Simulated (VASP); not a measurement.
Set up this calculation in VASP 6.6.1, as the native input.

```yaml
Task: single point
Functional: revPBE
Dispersion: D4
Potentials_or_basis: VASP PAW PBE potentials, release 64 (Pb_d)
Cutoff: 520 eV
k_mesh: 9 × 9 × 9
Occupations: fermi-dirac, width 0.05 eV
Spin: no spin polarisation
Dipole_correction: no
Further_INCAR_settings: ALGO = Normal; EDIFF = 1e-06; NBANDS = 13
```

The structure of Pb lies in POSCAR:

```
Pb
1.0
    0.0000000000      2.4814785068      2.4814785068
    2.4814785068      0.0000000000      2.4814785068
    2.4814785068      2.4814785068      0.0000000000
Pb
1
Direct
    0.0000000000      0.0000000000      0.0000000000
```

These files were run (other wordings do the same):

INCAR

```
ALGO     = Normal         # electronic algorithm
EDIFF    = 1E-6           # SCF threshold, eV
ENCUT    = 520            # plane-wave cutoff, eV
GGA      = RE             # functional
ISIF     = 2              # what is computed and relaxed
ISMEAR   = -1             # smearing method
IVDW     = 13             # dispersion correction
LASPH    = T              # aspherical terms in the spheres
LCHARG   = T              # write CHGCAR
LELF     = T              # ELF
LREAL    = F              # projectors in reciprocal space
LVHAR    = T            
LWAVE    = F              # write WAVECAR
NBANDS   = 13             # bands
NELM     = 100            # most SCF steps
PREC     = Accurate       # precision mode
SIGMA    = 0.05           # smearing width, eV
```

KPOINTS

```
k-points
0
Gamma
  9 9 9
```

Potentials or basis: VASP PAW PBE potentials, release 64 (Pb_d).

Command:

```console
$ cat potpaw_PBE.64/Pb_d/POTCAR > POTCAR
$ mpirun -np 1 vasp_std > vasp.out
```

It gave:

```
Pressure                   : -0.1 GPa
Band gap on the k mesh     : zero (band 7 reaches 14.66 eV, above the bottom of band 8 at 5.76 eV)
Dispersion energy per atom : -0.593 eV
```

Caveat: the PAW data sets were made with another functional, which shifts forces and pressure a little; spin-orbit coupling is left out, which moves the levels of the heavy elements; pairwise dispersion overbinds metals, which lowers pressure and volume.

It took 8.7 s on 1 thread of Intel(R) Xeon(R) Platinum 8488C (Sapphire Rapids), with other jobs on the host, peak memory 0.16 GiB.
